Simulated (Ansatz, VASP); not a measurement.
## Pd in VASP and in Ansatz

```
CELL_PARAMETERS angstrom
3.10903 0.00000 0.00000
0.00000 3.10903 0.00000
0.00000 0.00000 3.10903
ATOMIC_POSITIONS crystal
Pd 0.00000 0.00000 0.00000
Pd 0.50000 0.50000 0.50000
```

Alike in both runs: functional r2SCAN; k mesh 10 × 10 × 10; occupations fermi-dirac, width 0.05 eV; collinear spin.

Ansatz relaxed the structure, and its values are those at the end. VASP's run is a single point on that final structure, the one shown.

|  | VASP | Ansatz |
| --- | --- | --- |
| version | VASP 6.6.1 | Ansatz 0.2.0 |
| potentials or method | VASP PAW PBE potentials, release 64 (Pd), cutoff 520 eV | plane waves (500 eV) with PAW, scalar-relativistic |
| valence electrons in the cell | 20 | 36 |

Ansatz gave:

| Quantity | Value |
| --- | --- |
| pressure (GPa) | 0.0 |
| net moment per atom (μB) | 0.00 |

Q: What did VASP give for the same quantities?

A: Pressure (GPa): 0.6; net moment per atom (μB): 0.00.

VASP's potentials were made for PBE, not for r2SCAN. VASP's potentials hold 20 valence electrons a cell and Ansatz's 36, so a difference there can come from the potentials and not from the codes. Ansatz's warnings: seeded moment not kept.
